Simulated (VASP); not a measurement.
Runs of VASP 6.6.1 on TiB2. It takes space group P6/mmm (No. 191, hexagonal). The conventional cell has a = 3.029 Å, b = 3.029 Å, c = 3.228 Å, α = 90.00°, β = 90.00°, γ = 120.00°. Ti (site symmetry 6/mmm) has 12 B at 2.38 Å and 6 Ti at 3.03 Å within 3.1 Å. B (site symmetry -6m2) has 3 B at 1.75 Å within 2.3 Å. 

```tsv
k mesh	gap on the mesh (eV)	pressure (GPa)
3 × 3 × 3	none	(a)
5 × 5 × 4	none	0.6
4 × 4 × 4	none	0.5
8 × 8 × 6	none	(b)
6 × 6 × 5	none	0.7
```

Alike in all rows: task single point; level PBE; potentials or basis VASP PAW PBE potentials, release 64 (Ti_sv, B); no spin polarisation; cell as given; cutoff (eV) 500; smearing fermi-dirac 0.05 eV.

Q: Estimate the missing entries.

A: (a) -0.6; (b) 0.4.

Caveats: some runs use coarse meshes.

A gap of «none» marks levels without a gap at the run's occupations.
